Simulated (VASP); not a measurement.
Set up this calculation in VASP 6.6.1, as the native input.

```yaml
Task: single point
Functional: LDA
Potentials_or_basis: VASP PAW LDA potentials, release 64 (Fe, Au)
Cutoff: 520 eV
k_mesh: 6 × 6 × 6
Occupations: gaussian, width 0.1 eV
Spin: collinear spin, ferromagnetic start
Starting_moments: "[3.23, 0.0] μB"
Dipole_correction: no
Further_INCAR_settings: ALGO = Fast; EDIFF = 1e-06; NBANDS = 20
```

The structure of FeAu lies in POSCAR:

```
FeAu
1.0
    1.4117478522      0.8150730025      4.4694532999
   -1.4117478522      0.8150730025      4.4694532999
    0.0000000000     -1.6301460050      4.4694532999
Fe Au
1 1
Direct
    0.5000000000      0.5000000000      0.5000000000
    0.0000000000      0.0000000000      0.0000000000
```

These files were run (other wordings do the same):

INCAR

```
PREC = Accurate
ENCUT = 520
EDIFF = 1E-6
ISMEAR = 0
SIGMA = 0.1
LREAL = F
LASPH = T
NELM = 150
ALGO = Fast
ISIF = 2
LWAVE = F
LCHARG = F
ISPIN = 2
MAGMOM = 3.23 0
LORBIT = 11
LMAXMIX = 4
GGA = CA
NBANDS = 20
```

KPOINTS

```
regular mesh
0
Gamma
  6 6 6
```

Potentials or basis: VASP PAW LDA potentials, release 64 (Fe, Au).

The run is started by

```sh
$ cat potpaw_LDA.64/Fe/POTCAR potpaw_LDA.64/Au/POTCAR > POTCAR
$ mpirun -np 1 vasp_std > vasp.out
```

It gave:

The pressure is -15.2 GPa and the net moment is 2.63 μB per cell. The site moments are Fe +2.65; Au -0.01 μB. The valence electrons inside the program's atomic spheres are Fe 6.86; Au 9.73.

Caveat: the k points lie up to 0.44 Å⁻¹ apart.

Run time: 80 s on 1 thread of Intel(R) Xeon(R) Platinum 8375C CPU @ 2.90GHz (Ice Lake), on a shared host, peak memory 0.21 GiB.
